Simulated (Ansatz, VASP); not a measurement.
## One calculation of Sr3Cl4, two programs

```xyz
7
Lattice="5.3444 0.0000 0.0000 0.0000 5.3444 0.0000 0.0000 0.0000 5.3444" Properties=species:S:1:pos:R:3 pbc="T T T"
Sr    2.6722    0.0000    0.0000
Sr    0.0000    2.6722    0.0000
Sr    0.0000    0.0000    2.6722
Cl    0.0000    2.6722    2.6722
Cl    2.6722    0.0000    2.6722
Cl    2.6722    2.6722    0.0000
Cl    0.0000    0.0000    0.0000
```

Alike in both runs: task single point; functional PBE; k mesh 4 × 4 × 4; occupations gaussian, width 0.1 eV; no spin polarisation.

|  | VASP | Ansatz |
| --- | --- | --- |
| version | VASP 6.6.1 | Ansatz 0.2.0 |
| potentials or method | VASP PAW PBE potentials, release 64 (Sr_sv, Cl), cutoff 520 eV | scalar-relativistic, plane waves, PAW |
| valence electrons in the cell | 58 | 58 |

Ansatz gave:

| Item | Value |
| --- | --- |
| gap on the k mesh at the Fermi level (eV) | none |
| pressure (GPa) | 20.6 |

Question: Estimate VASP's values.

Answer: gap on the k mesh at the Fermi level (eV): none; pressure (GPa): 21.1.

A gap of «none» marks a metal or a gap that the smearing closes.
